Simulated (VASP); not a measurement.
# Ir (Fm-3m) in VASP: further runs

The runs below take Ir through single point, with HSE06.

All numbers are computed with VASP 6.6.1; they aren't measurements. Logs are shortened: lines on timing, memory, paths and dates and some standing lists are left out, and cuts for length are marked.

**1. The cell of the first run**

The structure is cubic, space group Fm-3m (No. 225). Conventional cell: a = 3.921 Å, b = 3.921 Å, c = 3.921 Å, α = 90.00°, β = 90.00°, γ = 90.00°. Ir (site symmetry m-3m) has 12 Ir at 2.77 Å within 3.7 Å.

**2. Single point, HSE06**

Contents of POSCAR:

```
Ir
1.0
    0.0000000000      1.9604634464      1.9604634464
    1.9604634464      0.0000000000      1.9604634464
    1.9604634464      1.9604634464      0.0000000000
Ir
1
Direct
    0.0000000000      0.0000000000      0.0000000000
```

Contents of INCAR.step1:

```
ALGO = Normal
EDIFF = 1E-5
ENCUT = 520
GGA = PE
ISIF = 2
ISMEAR = -1
LASPH = T
LCHARG = F
LREAL = F
LWAVE = T
NBANDS = 10
NELM = 80
PREC = Accurate
SIGMA = 0.1
```

Contents of INCAR.step2:

```
ALGO = Normal
EDIFF = 1E-6
ENCUT = 520
GGA = PE
HFSCREEN = 0.2079
ISIF = 2
ISMEAR = -1
ISTART = 1
LASPH = T
LCHARG = F
LHFCALC = T
LREAL = F
LWAVE = F
NBANDS = 10
NELM = 80
PREC = Accurate
PRECFOCK = Normal
SIGMA = 0.1
```

Contents of KPOINTS:

```
k-points
0
Gamma
  6 6 6
```

Potentials or basis: VASP PAW PBE potentials, release 64 (Ir).

On the command line:

```console
$ cat potpaw_PBE.64/Ir/POTCAR > POTCAR
$ cp INCAR.step1 INCAR
$ mpirun -np 1 vasp_std > vasp.out
$ cp INCAR.step2 INCAR
$ mpirun -np 1 vasp_std > vasp.out
```

OUTCAR:

```text
EDIFF = 1E-6
   ENCUT = 520
   GGA = PE
   HFSCREEN = 0.2079
   ISIF = 2
   ISMEAR = -1
   ISTART = 1
   LASPH = T
   LHFCALC = T
   LREAL = F
   NELM = 80
   PREC = Accurate
   PRECFOCK = Normal

 ion  position               nearest neighbor table
   1  0.000  0.000  0.000-

  LATTYP: Found a face centered cubic cell.
 ALAT       =     3.9209268928

  Lattice vectors:

 A1 = (   0.0000000000,   1.9604634464,   1.9604634464)
 A2 = (   1.9604634464,   0.0000000000,   1.9604634464)
 A3 = (   1.9604634464,   1.9604634464,   0.0000000000)

Analysis of symmetry for initial positions (statically):
=====================================================================
 Subroutine PRICEL returns:
 Original cell was already a primitive cell.

 Routine SETGRP: Setting up the symmetry group for a
 face centered cubic supercell.

 Subroutine GETGRP returns: Found 48 space group operations
 (whereof 48 operations were pure point group operations)
 out of a pool of 48 trial point group operations.

The static configuration has the point symmetry O_h .

Analysis of symmetry for dynamics (positions and initial velocities):
=====================================================================
 Subroutine PRICEL returns:
 Original cell was already a primitive cell.

 Routine SETGRP: Setting up the symmetry group for a
 face centered cubic supercell.

 Subroutine GETGRP returns: Found 48 space group operations
 (whereof 48 operations were pure point group operations)
 out of a pool of 48 trial point group operations.

The dynamic configuration has the point symmetry O_h .

 Subroutine INISYM returns: Found 48 space group operations
 (whereof 48 operations are pure point group operations),
 and found     1 'primitive' translations

----------------------------------------------------------------------------------------

                                     Primitive cell

  volume of cell :      15.0698

  direct lattice vectors                    reciprocal lattice vectors
     0.000000000  1.960463446  1.960463446    -0.255041736  0.255041736  0.255041736
     1.960463446  0.000000000  1.960463446     0.255041736 -0.255041736  0.255041736
     1.960463446  1.960463446  0.000000000     0.255041736  0.255041736 -0.255041736

  length of vectors
     2.772513994  2.772513994  2.772513994     0.441745244  0.441745244  0.441745244

  position of ions in fractional coordinates (direct lattice)
     0.000000000  0.000000000  0.000000000

  ion indices of the primitive-cell ions
   primitive index   ion index
                 1           1

----------------------------------------------------------------------------------------

 KPOINTS: k-points

Automatic generation of k-mesh.
 Grid dimensions read from file:
 generate k-points for:    6    6    6

 Generating k-lattice:

  Cartesian coordinates                     Fractional coordinates (reciprocal lattice)
    -0.042506956  0.042506956  0.042506956     0.166666667  0.000000000  0.000000000
     0.042506956 -0.042506956  0.042506956     0.000000000  0.166666667  0.000000000
     0.042506956  0.042506956 -0.042506956     0.000000000  0.000000000  0.166666667

  Length of vectors
     0.073624207  0.073624207  0.073624207

  Shift w.r.t. Gamma in fractional coordinates (k-lattice)
     0.000000000  0.000000000  0.000000000

 Subroutine IBZKPT returns following result:
 ===========================================

 Found     16 irreducible k-points:

 Following reciprocal coordinates:
            Coordinates               Weight
  0.000000  0.000000  0.000000      1.000000
  0.166667  0.000000  0.000000      8.000000
  0.333333  0.000000  0.000000      8.000000
  0.500000  0.000000  0.000000      4.000000
  0.166667  0.166667  0.000000      6.000000
  0.333333  0.166667  0.000000     24.000000
[... 8 lines left out ...]
 -0.333333  0.333333  0.166667     24.000000
 -0.333333  0.500000  0.166667     12.000000
   k-points           NKPTS =     16   k-points in BZ     NKDIM =    216   number of bands    NBANDS=     10
   number of dos      NEDOS =    301   number of ions     NIONS =      1
   total plane-waves  NPLWV =  13824
   dimension x,y,z NGX =    24 NGY =   24 NGZ =   24
   dimension x,y,z NGXF=    48 NGYF=   48 NGZF=   48
   ions per type =               1
   NGX,Y,Z   is equivalent  to a cutoff of  14.39, 14.39, 14.39 a.u.
   NGXF,Y,Z  is equivalent  to a cutoff of  28.78, 28.78, 28.78 a.u.
 SYSTEM =  unknown system
   PREC   = accura    normal or accurate (medium, high low for compatibility)
   ISTART =      1    job   : 0-new  1-cont  2-samecut
   ICHARG =      0    charge: 1-file 2-atom 10-const
   ISPIN  =      1    spin polarized calculation?
   LNONCOLLINEAR =      F non collinear calculations
   LSORBIT =      F    spin-orbit coupling
   LASPH  =      T    aspherical Exc in radial PAW
   ENCUT  =  520.0 eV  38.22 Ry    6.18 a.u.   5.16  5.16  5.16*2*pi/ulx,y,z
   NELM   =     80;   NELMIN=  2; NELMDL=  0     # of ELM steps
   EDIFF  = 0.1E-05   stopping-criterion for ELM
   LREAL  =      F    real-space projection
   EDIFFG = 0.1E-04   stopping-criterion for IOM
   NSW    =      0    number of steps for IOM
   IBRION =     -1    ionic relax: 0-MD 1-quasi-New 2-CG
   NFREE  =      0    steps in history (QN), initial steepest desc. (CG)
   ISIF   =      2    stress and relaxation
   ISYM   =      3    0-nonsym 1-usesym 2-fastsym
   POTIM  = 0.5000    time-step for ionic-motion
   TEBEG  =    0.0;   TEEND  =   0.0 temperature during run
   PSTRESS=    0.0 pullay stress
   NELECT =       9.0000    total number of electrons
   NUPDOWN=      -1.0000    fix difference up-down
   EMIN   =  10.00;   EMAX   =-10.00  energy-range for DOS
   EFERMI =   0.00;   METHOD = LEGACY
   ISMEAR =    -1;   SIGMA  =   0.10  broadening in eV -4-tet -1-fermi 0-gaus
   EFERMI_NEDOS =   21; number of points for ismear=-14 and -15
   IALGO  =     38    algorithm
   IMIX   =      1    mixing-type and parameters
     AMIX     =   0.40;   BMIX     =  1.00
     AMIX_MAG =   1.60;   BMIX_MAG =  1.00
  volume/ion in A,a.u.               =      15.07       101.70
  Fermi-wavevector in a.u.,A,eV,Ry     =   1.378649  2.605268 25.860212  1.900672
  Thomas-Fermi vector in A             =   2.503691
   LORBIT       =      0    0 simple, 1 ext, 2 COOP (PROOUT), +10 PAW based schemes
   GGA     = PE    functional components
   LHFCALC =     T    Hartree Fock is set to
   PRECFOCK=normal    Normal, Fast or Accurate (Low or Medium for compatibility)
   ENCUT4O =  -1.0   cutoff for four orbital integrals eV
   NKREDX  =     1    reduce k-point grid by
   NKREDY  =     1    reduce k-point grid by
   NKREDZ  =     1    reduce k-point grid by
   AEXX    =    0.2500 exact exchange contribution
   HFSCREEN=    0.2079 screening length (either q_TF or 0.3 A-1)
   HFSCREENC=   0.2079 screening length for correlation (either q_TF or 0.3 A-1)
   ENCUTFOCK=  -1.0 apply spherical cutoff to Coloumb kernel
   IVDW    =     0    specifies the selected vdW correction
   LEPSILON=     F    determine dielectric tensor
   LRPA    =     F    only Hartree local field effects (RPA)
 non-spin polarized calculation
  energy-cutoff  :      520.00
  volume of cell :       15.07
 maximum number of plane-waves:       419
 NGX is ok and might be reduce to    24
  NGX = 16; NGY = 16; NGZ = 16

 number of electron       9.0000001 magnetization

 Free energy of the ion-electron system (eV)
  ---------------------------------------------------
  ext. energy  EPLUGINS =         0.00000000
  ---------------------------------------------------
  free energy    TOTEN  =       -10.03290529 eV

  energy without entropy =       -9.99049494  energy(sigma->0) =      -10.01170011

 E-fermi :   8.5837     XC(G=0): -11.0804

 val. band max:        8.4657999429   @ k =   0.5000   0.3333   0.1667
 cond. band min:       8.6583798021   @ k =   0.3333   0.0000   0.0000
 fundamental gap:      0.1925798593
 Fermi energy:         8.5837269799

 k-point     1 :       0.0000    0.0000    0.0000
  band No.  band energies     occupation
      1      -2.5516      2.00000
      2       4.8190      2.00000
      3       4.8190      2.00000
      4       4.8190      2.00000
      5       7.3084      1.99999
      6       7.3084      1.99999
      7      24.5420      0.00000
      8      29.9761      0.00000
      9      29.9762      0.00000
     10      29.9762      0.00000

 k-point     2 :       0.1667    0.0000    0.0000
  band No.  band energies     occupation
      1      -1.3536      2.00000
      2       4.3766      2.00000
      3       5.2190      2.00000
      4       5.2190      2.00000
      5       7.2495      2.00000
      6       7.2495      2.00000
      7      26.0521      0.00000
      8      26.2610      0.00000
      9      31.7664      0.00000
     10      31.7664      0.00000

 k-point     3 :       0.3333    0.0000    0.0000
  band No.  band energies     occupation
      1       0.4531      2.00000
      2       4.9396      2.00000
      3       4.9396      2.00000
      4       5.3686      2.00000
      5       8.6584      0.64316
      6       8.6584      0.64314
      7      20.8764      0.00000
      8      25.5108      0.00000
      9      32.2892      0.00000
     10      32.2892      0.00000

 k-point     4 :       0.5000    0.0000    0.0000
  band No.  band energies     occupation
      1       0.5924      2.00000
      2       4.5915      2.00000
      3       4.5915      2.00000
      4       8.2643      1.92123
      5       9.8795      0.00000
      6       9.8795      0.00000
      7      16.6379      0.00000
      8      24.0360      0.00000
      9      29.6327      0.00000
     10      29.6327      0.00000
[... 118 lines left out ...]
 k-point    14 :       0.5000    0.3333    0.1667
  band No.  band energies     occupation
      1       2.4020      2.00000
      2       2.9653      2.00000
      3       4.0792      2.00000
      4       7.4055      1.99998
      5       8.4658      1.52963
      6      12.0898      0.00000
      7      21.1359      0.00000
      8      23.3706      0.00000
      9      26.3161      0.00000
     10      32.9154      0.00000

 k-point    15 :      -0.3333    0.3333    0.1667
  band No.  band energies     occupation
      1       2.8453      2.00000
      2       2.9202      2.00000
      3       4.4810      2.00000
      4       6.7488      2.00000
      5       9.6919      0.00003
      6      16.1318      0.00000
      7      16.1775      0.00000
      8      22.9140      0.00000
      9      24.5848      0.00000
     10      31.4395      0.00000

 k-point    16 :      -0.3333    0.5000    0.1667
  band No.  band energies     occupation
      1       1.8043      2.00000
      2       2.5041      2.00000
      3       5.7773      2.00000
      4       7.6642      1.99980
      5      10.5621      0.00000
      6      16.1441      0.00000
      7      18.0053      0.00000
      8      20.2295      0.00000
      9      22.5528      0.00000
     10      34.3806      0.00000

------------------------ aborting loop because EDIFF is reached ----------------------------------------

  FORCE on cell =-STRESS in cart. coord.  units (eV):
  Direction    XX          YY          ZZ          XY          YZ          ZX
  --------------------------------------------------------------------------------------
  -------------------------------------------------------------------------------------
  Total       -2.0696218     -2.0696218     -2.0696218      0.0000000      0.0000000      0.0000000
  in kB     -220.0368081   -220.0368081   -220.0368081      0.0000000      0.0000000      0.0000000
  external PRESSURE =    -220.0368081 kB  Pullay stress =       0.0000000 kB

 VOLUME and BASIS-vectors are now :
 -----------------------------------------------------------------------------
  energy-cutoff  :      520.00
  volume of cell :       15.07
      direct lattice vectors                 reciprocal lattice vectors
     0.000000000  1.960463446  1.960463446    -0.255041736  0.255041736  0.255041736
     1.960463446  0.000000000  1.960463446     0.255041736 -0.255041736  0.255041736
     1.960463446  1.960463446  0.000000000     0.255041736  0.255041736 -0.255041736

 POSITION                                       TOTAL-FORCE (eV/Angst)
 -----------------------------------------------------------------------------------
      0.00000      0.00000      0.00000         0.000000      0.000000     -0.000000
 -----------------------------------------------------------------------------------
    total drift:                               -0.000000      0.000000      0.000000

  FREE ENERGIE OF THE ION-ELECTRON SYSTEM (eV)
  ---------------------------------------------------
  free  energy   TOTEN  =       -10.0329052864 eV

  energy  without entropy=       -9.9904949408  energy(sigma->0) =      -10.01170011
```

It took 6.1 min on 1 thread of Intel Xeon Platinum 8375C at 2.90GHz (Ice Lake), shared host; peak memory 0.25 GiB.

What came out:

```
Free energy : -10.0329 eV
Pressure    : -22.0 GPa
```

Caveat: the k points lie up to 0.46 Å⁻¹ apart; the PAW data sets were made with another functional, which shifts forces and pressure a little; spin-orbit coupling is left out, which moves the levels of the heavy elements.

**3. Single point, HSE06**

POSCAR is that of step 2.

Contents of INCAR.step1:

```
SYSTEM = Ir
PREC     = Accurate       ! precision mode
ENCUT    = 520            ! plane-wave cutoff, eV
EDIFF    = 1E-5           ! SCF threshold, eV
ISMEAR   = -1             ! smearing method
SIGMA    = 0.1            ! smearing width, eV
LREAL    = .False.        ! projectors in reciprocal space
LASPH    = .True.         ! aspherical terms in the spheres
NELM     = 80             ! most SCF steps
ALGO     = Normal         ! electronic algorithm
ISIF     = 2              ! what is computed and relaxed
LWAVE    = .True.         ! write WAVECAR
LCHARG   = .False.        ! write CHGCAR
NBANDS   = 10             ! bands
GGA      = PE             ! functional
```

Contents of INCAR.step2:

```
SYSTEM = Ir
PREC     = Accurate       ! precision mode
ENCUT    = 520            ! plane-wave cutoff, eV
EDIFF    = 1E-7           ! SCF threshold, eV
ISMEAR   = -1             ! smearing method
SIGMA    = 0.1            ! smearing width, eV
LREAL    = .False.        ! projectors in reciprocal space
LASPH    = .True.         ! aspherical terms in the spheres
NELM     = 80             ! most SCF steps
ALGO     = Normal         ! electronic algorithm
ISIF     = 2              ! what is computed and relaxed
LWAVE    = .False.        ! write WAVECAR
LCHARG   = .False.        ! write CHGCAR
GGA      = PE             ! functional
LHFCALC  = .True.         ! exact exchange
HFSCREEN = 0.2079         ! screening, 1/A
PRECFOCK = Normal       
NBANDS   = 10             ! bands
ISTART   = 1
```

Contents of KPOINTS:

```
Automatic mesh
0
Gamma
  6 6 6
  0 0 0
```

Potentials or basis: VASP PAW PBE potentials, release 64 (Ir).

On the command line:

```console
$ cat potpaw_PBE.64/Ir/POTCAR > POTCAR
$ cp INCAR.step1 INCAR
$ mpirun -np 1 vasp_std > vasp.out
$ cp INCAR.step2 INCAR
$ mpirun -np 1 vasp_std > vasp.out
```

Wall time 6.1 min (1 thread of Intel Xeon Platinum 8375C at 2.90GHz (Ice Lake), shared host); peak memory 0.25 GiB.

It converged, with:

* Free energy: -10.0329 eV
* Pressure: -22.0 GPa

Levels at points of the mesh, in eV from the Fermi level:
| k point | band 1 | band 2 | band 3 | band 4 | band 5 | band 6 | band 7 | band 8 | band 9 |
| --- | --- | --- | --- | --- | --- | --- | --- | --- | --- |
| (0.00, 0.00, 0.00) | -11.14 | -3.76 | -3.76 | -3.76 | -1.28 | -1.28 | 15.96 | 21.39 | 21.39 |
| (0.50, 0.00, 0.00) | -7.99 | -3.99 | -3.99 | -0.32 | 1.30 | 1.30 | 8.05 | 15.45 | 21.05 |
| (0.50, 0.50, 0.00) | -7.89 | -7.22 | 0.93 | 1.96 | 1.96 | 2.27 | 11.27 | 12.83 | 12.83 |

Caveat: the k points lie up to 0.46 Å⁻¹ apart; the PAW data sets were made with another functional, which shifts forces and pressure a little; spin-orbit coupling is left out, which moves the levels of the heavy elements.

(Part 1 of 2 ends here.)
